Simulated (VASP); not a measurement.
Set up this calculation in VASP 6.6.1, as the native input.

* Task: single point
* Functional: PBEsol
* Potentials or basis: VASP PAW PBE potentials, release 64 (Br)
* Cutoff: 520 eV
* k mesh: 16 × 16 × 16
* Occupations: fermi-dirac, width 0.05 eV
* Spin: no spin polarisation
* Dipole correction: no
* Further INCAR settings: ALGO = Normal; EDIFF = 1e-06; NBANDS = 10

The structure of Br lies in POSCAR:

```
Br
1.0
   -1.4455433895      1.4455433895      1.4455433895
    1.4455433895     -1.4455433895      1.4455433895
    1.4455433895      1.4455433895     -1.4455433895
Br
1
Direct
    0.0000000000      0.0000000000      0.0000000000
```

This cell differs from its parent crystal: volume scaled by 0.5.

The input as run:

INCAR

```
  PREC = Accurate
  ENCUT = 520
  EDIFF = 1E-6
  ISMEAR = -1
  SIGMA = 0.05
  LREAL = False
  LASPH = True
  NELM = 60
  ALGO = Normal
  ISIF = 2
  LWAVE = False
  LCHARG = True
  GGA = PS
  LELF = True
  LVHAR = True
  NBANDS = 10
```

KPOINTS

```
regular mesh
0
Gamma
  16 16 16
```

Potentials or basis: VASP PAW PBE potentials, release 64 (Br).

Command:

```console
$ cat potpaw_PBE.64/Br/POTCAR > POTCAR
$ mpirun -np 1 vasp_std > vasp.out
```

Results of the run:

| Item | Value |
| --- | --- |
| Pressure | 152.6 GPa |

Caveat: the PAW data sets were made with another functional, which shifts forces and pressure a little; an odd number of electrons without spin polarisation forces a metal; a magnetic or distorted state may lie lower.

Run time: 5.9 s on 1 thread of Intel(R) Xeon(R) 6975P-C (Granite Rapids) (shared host), peak memory 0.13 GiB.
